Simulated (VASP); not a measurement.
# PrHRh3 (R-3m) in VASP: single point with PBE

Aim: the single point of PrHRh3 with PBE.

Everything below comes from runs of VASP 6.6.1. Logs are shortened: lines on timing, memory, paths and dates and some standing lists are left out, and cuts for length are marked.

## Step 1: The cell of the first run

It takes space group R-3m (No. 166, trigonal). The conventional cell has a = 4.998 Å, b = 4.998 Å, c = 15.259 Å, α = 90.00°, β = 90.00°, γ = 120.00°. Within 3.9 Å of Pr (site symmetry -3m) lie 6 Rh at 2.92 Å and 6 H at 3.85 Å. Within 3.3 Å of H (site symmetry -3m) lie 6 Rh at 2.50 Å. Rh (site symmetry 2/m) has 2 H at 2.50 Å and 4 Rh at 2.50 Å and 2 Pr at 2.92 Å within 3.3 Å.

The cell was built from a structure type or drawn by symmetry, and may not be a known phase.

## Step 2: Single point, PBE

INCAR

```
  PREC = Accurate
  ENCUT = 500
  EDIFF = 1E-6
  ISMEAR = 0
  SIGMA = 0.2
  LREAL = F
  LASPH = T
  NELM = 200
  ALGO = Normal
  ISIF = 2
  LWAVE = F
  LCHARG = F
  GGA = PE
  NBANDS = 36
  GGA_COMPAT = F
  LMAXMIX = 6
```

KPOINTS

```
Automatic mesh
0
Gamma
  4 4 4
```

POSCAR

```
PrHRh3
1.0
    2.4992104698      1.4429198375      5.0864413578
   -2.4992104698      1.4429198375      5.0864413578
    0.0000000000     -2.8858396751      5.0864413578
Pr H Rh
1 1 3
Direct
    0.0000000000      0.0000000000      0.0000000000
    0.5000000000      0.5000000000      0.5000000000
    0.0000000000      0.0000000000      0.5000000000
    0.5000000000      0.0000000000      0.0000000000
    0.0000000000      0.5000000000      0.0000000000
```

Potentials or basis: VASP PAW PBE potentials, release 64 (Pr_3, H, Rh_pv), 4f in core.

On the command line:

```bash
> cat potpaw_PBE.64/Pr_3/POTCAR potpaw_PBE.64/H/POTCAR potpaw_PBE.64/Rh_pv/POTCAR > POTCAR
> mpirun -np 1 vasp_std > vasp.out
```

OUTCAR:

```text
PREC = Accurate
   ENCUT = 500
   EDIFF = 1E-6
   ISMEAR = 0
   LREAL = F
   LASPH = T
   NELM = 200
   ISIF = 2
   GGA = PE

 ion  position               nearest neighbor table
   1  0.000  0.000  0.000-   4 2.92   5 2.92   5 2.92   4 2.92   3 2.92   3 2.92
   2  0.500  0.500  0.500-
   3  0.000  0.000  0.500-   4 2.50   5 2.50   5 2.50   4 2.50   1 2.92   1 2.92
   4  0.500  0.000  0.000-   5 2.50   5 2.50   3 2.50   3 2.50   1 2.92   1 2.92
   5  0.000  0.500  0.000-   4 2.50   4 2.50   3 2.50   3 2.50   1 2.92   1 2.92

  LATTYP: Found a trigonal (rhomboedric) cell.
 ALAT       =     5.8480728720
 COS(alpha) =     0.6347332777

  Lattice vectors:

 A1 = (   2.4992104698,   1.4429198375,   5.0864413578)
 A2 = (  -2.4992104698,   1.4429198375,   5.0864413578)
 A3 = (   0.0000000000,  -2.8858396751,   5.0864413578)

Analysis of symmetry for initial positions (statically):
=====================================================================
 Subroutine PRICEL returns:
 Original cell was already a primitive cell.

 Routine SETGRP: Setting up the symmetry group for a
 trigonal (rhombohedral) supercell.

 Subroutine GETGRP returns: Found 12 space group operations
 (whereof 12 operations were pure point group operations)
 out of a pool of 12 trial point group operations.

The static configuration has the point symmetry D_3d.

Analysis of symmetry for dynamics (positions and initial velocities):
=====================================================================
 Subroutine PRICEL returns:
 Original cell was already a primitive cell.

 Routine SETGRP: Setting up the symmetry group for a
 trigonal (rhombohedral) supercell.

 Subroutine GETGRP returns: Found 12 space group operations
 (whereof 12 operations were pure point group operations)
 out of a pool of 12 trial point group operations.

The dynamic configuration has the point symmetry D_3d.

 Subroutine INISYM returns: Found 12 space group operations
 (whereof 12 operations are pure point group operations),
 and found     1 'primitive' translations

----------------------------------------------------------------------------------------

                                     Primitive cell

  volume of cell :     110.0551

  direct lattice vectors                    reciprocal lattice vectors
     2.499210470  1.442919838  5.086441358     0.200063182  0.115506532  0.065533702
    -2.499210470  1.442919838  5.086441358    -0.200063182  0.115506532  0.065533702
     0.000000000 -2.885839675  5.086441358     0.000000000 -0.231013064  0.065533702

  length of vectors
     5.848072872  5.848072872  5.848072872     0.240128512  0.240128512  0.240128512

  position of ions in fractional coordinates (direct lattice)
     0.000000000  0.000000000  0.000000000
     0.500000000  0.500000000  0.500000000
     0.000000000  0.000000000  0.500000000
     0.500000000  0.000000000  0.000000000
     0.000000000  0.500000000  0.000000000

  ion indices of the primitive-cell ions
   primitive index   ion index
                 1           1
                 2           2
                 3           3
                 4           4
                 5           5

----------------------------------------------------------------------------------------

 KPOINTS: Automatic mesh

Automatic generation of k-mesh.
 Grid dimensions read from file:
 generate k-points for:    4    4    4

 Generating k-lattice:

  Cartesian coordinates                     Fractional coordinates (reciprocal lattice)
     0.050015796  0.028876633  0.016383426     0.250000000  0.000000000  0.000000000
    -0.050015796  0.028876633  0.016383426     0.000000000  0.250000000  0.000000000
     0.000000000 -0.057753266  0.016383426     0.000000000  0.000000000  0.250000000

  Length of vectors
     0.060032128  0.060032128  0.060032128

  Shift w.r.t. Gamma in fractional coordinates (k-lattice)
     0.000000000  0.000000000  0.000000000

 Subroutine IBZKPT returns following result:
 ===========================================

 Found     13 irreducible k-points:

 Following reciprocal coordinates:
            Coordinates               Weight
  0.000000  0.000000  0.000000      1.000000
  0.250000  0.000000  0.000000      6.000000
  0.500000  0.000000  0.000000      3.000000
  0.250000  0.250000  0.000000      6.000000
  0.500000  0.250000  0.000000     12.000000
 -0.250000  0.250000  0.000000      6.000000
  0.500000  0.500000  0.000000      3.000000
  0.250000  0.250000  0.250000      2.000000
  0.500000  0.250000  0.250000      6.000000
 -0.250000  0.250000  0.250000      6.000000
  0.500000  0.500000  0.250000      6.000000
 -0.250000  0.500000  0.250000      6.000000
  0.500000  0.500000  0.500000      1.000000
   k-points           NKPTS =     13   k-points in BZ     NKDIM =     13   number of bands    NBANDS=     36
   number of dos      NEDOS =    301   number of ions     NIONS =      5
   total plane-waves  NPLWV = 110592
   dimension x,y,z NGX =    48 NGY =   48 NGZ =   48
   dimension x,y,z NGXF=    96 NGYF=   96 NGZF=   96
   ions per type =               1   1   3
   NGX,Y,Z   is equivalent  to a cutoff of  13.65, 13.65, 13.65 a.u.
   NGXF,Y,Z  is equivalent  to a cutoff of  27.29, 27.29, 27.29 a.u.
 SYSTEM =  unknown system
   PREC   = accura    normal or accurate (medium, high low for compatibility)
   ISTART =      0    job   : 0-new  1-cont  2-samecut
   ICHARG =      2    charge: 1-file 2-atom 10-const
   ISPIN  =      1    spin polarized calculation?
   LNONCOLLINEAR =      F non collinear calculations
   LSORBIT =      F    spin-orbit coupling
   LASPH  =      T    aspherical Exc in radial PAW
   ENCUT  =  500.0 eV  36.75 Ry    6.06 a.u.  10.66 10.66 10.66*2*pi/ulx,y,z
   NELM   =    200;   NELMIN=  2; NELMDL= -5     # of ELM steps
   EDIFF  = 0.1E-05   stopping-criterion for ELM
   LREAL  =      F    real-space projection
   EDIFFG = 0.1E-04   stopping-criterion for IOM
   NSW    =      0    number of steps for IOM
   IBRION =     -1    ionic relax: 0-MD 1-quasi-New 2-CG
   NFREE  =      0    steps in history (QN), initial steepest desc. (CG)
   ISIF   =      2    stress and relaxation
   ISYM   =      2    0-nonsym 1-usesym 2-fastsym
   POTIM  = 0.5000    time-step for ionic-motion
   TEBEG  =    0.0;   TEEND  =   0.0 temperature during run
   PSTRESS=    0.0 pullay stress
   NELECT =      57.0000    total number of electrons
   NUPDOWN=      -1.0000    fix difference up-down
   EMIN   =  10.00;   EMAX   =-10.00  energy-range for DOS
   EFERMI =   0.00;   METHOD = LEGACY
   ISMEAR =     0;   SIGMA  =   0.20  broadening in eV -4-tet -1-fermi 0-gaus
   EFERMI_NEDOS =   21; number of points for ismear=-14 and -15
   IALGO  =     38    algorithm
   IMIX   =      4    mixing-type and parameters
     AMIX     =   0.40;   BMIX     =  1.00
     AMIX_MAG =   1.60;   BMIX_MAG =  1.00
  volume/ion in A,a.u.               =      22.01       148.54
  Fermi-wavevector in a.u.,A,eV,Ry     =   1.314709  2.484440 23.517127  1.728460
  Thomas-Fermi vector in A             =   2.444943
   LORBIT       =      0    0 simple, 1 ext, 2 COOP (PROOUT), +10 PAW based schemes
   GGA     = PE    functional components
   LHFCALC =     F    Hartree Fock is set to
   AEXX    =    0.0000 exact exchange contribution
   IVDW    =     0    specifies the selected vdW correction
   LEPSILON=     F    determine dielectric tensor
   LRPA    =     F    only Hartree local field effects (RPA)
 non-spin polarized calculation
 Gauss-broadening in eV      SIGMA  =   0.20
  energy-cutoff  :      500.00
  volume of cell :      110.06
 maximum number of plane-waves:      2808
 NGX is ok and might be reduce to    48
   NGX = 21   NGY = 21   NGZ = 21

 number of electron      57.0000000 magnetization

 Free energy of the ion-electron system (eV)
  ---------------------------------------------------
  ext. energy  EPLUGINS =         0.00000000
  ---------------------------------------------------
  free energy    TOTEN  =       -27.23077382 eV

  energy without entropy =      -27.12217824  energy(sigma->0) =      -27.17647603

 E-fermi :   4.6131     XC(G=0):  -9.9300

 val. band max:        4.4843433932   @ k =   0.5000   0.5000   0.5000
 cond. band min:       4.6455442723   @ k =   0.5000   0.2500   0.2500
 fundamental gap:      0.1612008791
 Fermi energy:         4.6130749946

 k-point     1 :       0.0000    0.0000    0.0000
  band No.  band energies     occupation
      1     -42.3667      2.00000
      2     -41.7827      2.00000
      3     -41.7827      2.00000
      4     -41.3505      2.00000
      5     -41.2566      2.00000
      6     -41.2566      2.00000
[... 28 lines left out ...]
     35       8.4606      0.00000
     36       8.5789      0.00000

 k-point     2 :       0.2500    0.0000    0.0000
  band No.  band energies     occupation
      1     -42.2574      2.00000
      2     -41.7790      2.00000
      3     -41.7041      2.00000
      4     -41.3663      2.00000
      5     -41.3337      2.00000
      6     -41.3032      2.00000
[... 28 lines left out ...]
     35       8.0404      0.00000
     36       8.4752      0.00000

 k-point     3 :       0.5000    0.0000    0.0000
  band No.  band energies     occupation
      1     -42.1089      2.00000
      2     -41.7634      2.00000
      3     -41.5515      2.00000
      4     -41.5387      2.00000
      5     -41.4521      2.00000
      6     -41.3059      2.00000
[... 28 lines left out ...]
     35       7.9988      0.00000
     36       8.4651      0.00000

 k-point     4 :       0.2500    0.2500    0.0000
  band No.  band energies     occupation
      1     -42.2575      2.00000
      2     -41.7790      2.00000
      3     -41.7041      2.00000
      4     -41.3663      2.00000
      5     -41.3340      2.00000
      6     -41.3031      2.00000
[... 28 lines left out ...]
     35       7.3260      0.00000
     36       7.8504      0.00000

 k-point     5 :       0.5000    0.2500    0.0000
  band No.  band energies     occupation
      1     -42.0863      2.00000
      2     -41.8297      2.00000
      3     -41.5482      2.00000
      4     -41.5400      2.00000
      5     -41.3368      2.00000
      6     -41.3063      2.00000
[... 28 lines left out ...]
     35       7.6438      0.00000
     36       7.8111      0.00000

 k-point     6 :      -0.2500    0.2500    0.0000
  band No.  band energies     occupation
      1     -42.0861      2.00000
      2     -41.8298      2.00000
      3     -41.5482      2.00000
      4     -41.5400      2.00000
      5     -41.3368      2.00000
      6     -41.3056      2.00000
[... 28 lines left out ...]
     35       7.7718      0.00000
     36       7.8542      0.00000

 k-point     7 :       0.5000    0.5000    0.0000
  band No.  band energies     occupation
      1     -42.1093      2.00000
      2     -41.7632      2.00000
      3     -41.5514      2.00000
      4     -41.5387      2.00000
      5     -41.4521      2.00000
      6     -41.3072      2.00000
[... 28 lines left out ...]
     35       7.6465      0.00000
     36       7.7027      0.00000

 k-point     8 :       0.2500    0.2500    0.2500
  band No.  band energies     occupation
      1     -42.3670      2.00000
      2     -41.7827      2.00000
      3     -41.7827      2.00000
      4     -41.3515      2.00000
      5     -41.2566      2.00000
      6     -41.2566      2.00000
[... 28 lines left out ...]
     35       7.4175      0.00000
     36       7.5461      0.00000

 k-point     9 :       0.5000    0.2500    0.2500
  band No.  band energies     occupation
      1     -42.2577      2.00000
      2     -41.7790      2.00000
      3     -41.7041      2.00000
      4     -41.3662      2.00000
      5     -41.3349      2.00000
      6     -41.3032      2.00000
[... 28 lines left out ...]
     35       7.1562      0.00000
     36       7.5069      0.00000

 k-point    10 :      -0.2500    0.2500    0.2500
  band No.  band energies     occupation
      1     -42.1091      2.00000
      2     -41.7633      2.00000
      3     -41.5514      2.00000
      4     -41.5387      2.00000
      5     -41.4521      2.00000
      6     -41.3066      2.00000
[... 28 lines left out ...]
     35       7.5905      0.00000
     36       7.7209      0.00000

 k-point    11 :       0.5000    0.5000    0.2500
  band No.  band energies     occupation
      1     -42.2578      2.00000
      2     -41.7790      2.00000
      3     -41.7041      2.00000
      4     -41.3662      2.00000
      5     -41.3352      2.00000
      6     -41.3031      2.00000
[... 28 lines left out ...]
     35       6.9159      0.00000
     36       7.0100      0.00000

 k-point    12 :      -0.2500    0.5000    0.2500
  band No.  band energies     occupation
      1     -42.0865      2.00000
      2     -41.8296      2.00000
      3     -41.5482      2.00000
      4     -41.5400      2.00000
      5     -41.3368      2.00000
      6     -41.3070      2.00000
[... 28 lines left out ...]
     35       7.2994      0.00000
     36       7.4754      0.00000

 k-point    13 :       0.5000    0.5000    0.5000
  band No.  band energies     occupation
      1     -42.3673      2.00000
      2     -41.7827      2.00000
      3     -41.7827      2.00000
      4     -41.3526      2.00000
      5     -41.2566      2.00000
      6     -41.2566      2.00000
[... 28 lines left out ...]
     35       6.8484      0.00000
     36       7.5258      0.00000

------------------------ aborting loop because EDIFF is reached ----------------------------------------

  FORCE on cell =-STRESS in cart. coord.  units (eV):
  Direction    XX          YY          ZZ          XY          YZ          ZX
  --------------------------------------------------------------------------------------
  -------------------------------------------------------------------------------------
  Total        0.0606436      0.0606436      0.0418167      0.0000000     -0.0000000      0.0000000
  in kB        0.8828469      0.8828469      0.6087658      0.0000000     -0.0000000      0.0000000
  external PRESSURE =       0.7914866 kB  Pullay stress =       0.0000000 kB

 VOLUME and BASIS-vectors are now :
 -----------------------------------------------------------------------------
  energy-cutoff  :      500.00
  volume of cell :      110.06
      direct lattice vectors                 reciprocal lattice vectors
     2.499210470  1.442919838  5.086441358     0.200063182  0.115506532  0.065533702
    -2.499210470  1.442919838  5.086441358    -0.200063182  0.115506532  0.065533702
     0.000000000 -2.885839675  5.086441358     0.000000000 -0.231013064  0.065533702

 POSITION                                       TOTAL-FORCE (eV/Angst)
 -----------------------------------------------------------------------------------
      0.00000      0.00000      0.00000        -0.000000      0.000000      0.000000
      0.00000     -0.00000      7.62966        -0.000000      0.000000      0.000000
      0.00000     -1.44292      2.54322         0.000000      0.000000     -0.000000
      1.24961      0.72146      2.54322        -0.000000     -0.000000     -0.000000
     -1.24961      0.72146      2.54322        -0.000000      0.000000      0.000000
 -----------------------------------------------------------------------------------
    total drift:                                0.000000     -0.000000      0.000000

  FREE ENERGIE OF THE ION-ELECTRON SYSTEM (eV)
  ---------------------------------------------------
  free  energy   TOTEN  =       -27.2307738161 eV

  energy  without entropy=      -27.1221782359  energy(sigma->0) =      -27.17647603
```

Run time: 62 s. Hardware: 1 thread of Intel Xeon Platinum 8559C (Emerald Rapids), shared host; peak memory 0.34 GiB.

What came out:

```
Free energy            : -27.2308 eV
Pressure               : 0.1 GPa
Band gap on the k mesh : zero (an odd number of electrons rules out a gap without spin polarisation)
```

Caveat: the k points lie up to 0.38 Å⁻¹ apart, too coarse for converged energies and pressures of a metal; spin-orbit coupling is left out, which moves the levels of the heavy elements; the 4f electrons are frozen in the core, so they carry no moment and show no levels. Spin polarisation is off, so any magnetic state and its effect on volume and gap are missing.
